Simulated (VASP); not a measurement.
**CuSn5: single point with PBE**

CuSn5:

```
CELL_PARAMETERS angstrom
3.46974 0.00000 0.00000
-1.73487 3.00488 0.00000
0.00000 0.00000 14.59411
ATOMIC_POSITIONS crystal
Cu 0.66667 0.33333 0.50000
Sn 0.33333 0.66667 0.62931
Sn 0.33333 0.66667 0.00000
Sn 0.33333 0.66667 0.37069
Sn 0.66667 0.33333 0.81512
Sn 0.66667 0.33333 0.18488
```

| Quantity | Value |
| --- | --- |
| Program | VASP 6.6.1 |
| Task | single point |
| Functional | PBE |
| Potentials or basis | VASP PAW PBE potentials, release 64 (Cu, Sn_d) |
| Cutoff | 520 eV |
| k mesh | 12 × 12 × 4 |
| Occupations | gaussian, width 0.1 eV |
| Spin | no spin polarisation |
| Dipole correction | no |
| Further INCAR settings | ALGO = Fast; EDIFF = 1e-06; NBANDS = 50 |

The pressure is 0.0 GPa and the largest force is 0.020 eV/Å.

Forces in eV/Å, atoms in the order of the input:
```
Cu   0.000  0.000  0.000
Sn   0.000  0.000  0.020
Sn   0.000  0.000  0.000
Sn   0.000  0.000 -0.020
Sn   0.000  0.000 -0.002
Sn   0.000  0.000  0.002
```

Levels at points of the mesh, in eV from the Fermi level:
| k point | band 38 | band 39 | band 40 | band 41 | band 42 | band 43 | band 44 | band 45 |
| --- | --- | --- | --- | --- | --- | --- | --- | --- |
| (0.00, 0.00, 0.00) | 1.03 | 1.93 | 5.02 | 5.02 | 5.56 | 5.56 | 5.66 | 5.66 |
| (0.50, 0.00, 0.00) | -2.46 | -2.19 | -2.04 | -0.02 | 0.12 | 1.63 | 1.65 | 2.18 |
| (0.00, 0.00, 0.50) | -0.87 | 3.90 | 5.08 | 5.13 | 5.13 | 5.23 | 5.23 | 6.12 |
| (0.50, 0.00, 0.50) | -2.59 | -2.49 | -1.24 | -1.18 | 0.52 | 1.84 | 1.87 | 2.02 |

Run time: 6.9 min on 1 thread of Intel(R) Xeon(R) 6975P-C (Granite Rapids) (shared host), peak memory 0.5 GiB.

Caveat: spin-orbit coupling is left out, which moves the levels of the heavy elements.
